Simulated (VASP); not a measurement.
Runs of VASP 6.6.1 on NbTeN. The structure is that of space group P4/nmm (No. 129), or close to it. The cells are those of the table. 

| cell | gap on the mesh (eV) | pressure (GPa) | largest force (eV/Å) |
| --- | --- | --- | --- |
| a = 3.519, b = 3.519, c = 9.373 Å, 6 atoms | none | (b) | 0.21 |
| a = 3.616, b = 3.616, c = 9.630 Å, 6 atoms | none | (a) | 1.34 |
| a = 3.584, b = 3.584, c = 9.546 Å, 6 atoms | none | -6.3 | 0.97 |
| a = 3.552, b = 3.552, c = 9.460 Å, 6 atoms | none | -3.1 | 0.56 |
| a = 3.677, b = 3.677, c = 9.794 Å, 6 atoms | none | -13.6 | 1.97 |
| a = 3.647, b = 3.647, c = 9.713 Å, 6 atoms | none | -11.5 | 1.67 |
| a = 3.486, b = 3.486, c = 9.284 Å, 6 atoms | none | 5.0 | 0.47 |

Alike in all rows: task single point; level PBEsol; potentials or basis VASP PAW PBE potentials, release 64 (Nb_sv, Te, N); no spin polarisation; k mesh 5 × 5 × 2; cutoff (eV) 520; smearing fermi-dirac 0.05 eV.

**Question.** Estimate the missing entries.

**Answer.** (a) -9.1; (b) 0.7.

Caveats: some runs use coarse meshes; the PAW data sets were made with another functional, which shifts forces and pressure a little; spin-orbit coupling is left out, which moves the levels of the heavy elements; this functional lacks dispersion, which binds layers or chains, so the pressure and a relaxed spacing across them are unreliable; the cell stands under tension (at least some runs).

A k mesh can miss the band edges, and the runs leave out spin-orbit coupling on Nb, Te.

A gap of «none» marks levels without a gap at the run's occupations.
